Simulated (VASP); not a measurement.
Runs of VASP 6.6.1 on Zn. The structure is that of space group Fd-3m (No. 227), or close to it. The cells are those of the table. 

```tsv
task	cell	cutoff (eV)	gap on the mesh (eV)	pressure (GPa)
single point	a = 2.824 Å, angles 60.0°, 2 atoms	520	none	496.9
single point	a = 2.820 Å, angles 60.0°, 2 atoms	520	none	(a)
relaxation of cell and atoms	relaxed to 490 GPa from a = 2.679 Å, angles 60.0°, 2 atoms	600	none	490.0
relaxation of cell and atoms	relaxed to 490 GPa from a = 2.820 Å, angles 60.0°, 2 atoms	600	none	490.0
```

Alike in all rows: level PBE; potentials or basis VASP PAW PBE potentials, release 64 (Zn); no spin polarisation; k mesh 16 × 16 × 16; smearing fermi-dirac 0.05 eV.

Problem. Fill in the values left out.

Solution. (a) 503.7.

Caveats: the cell is relaxed towards a set pressure, so the enthalpy falls and the energy may rise (some runs).

A gap of «none» marks levels without a gap at the run's occupations.
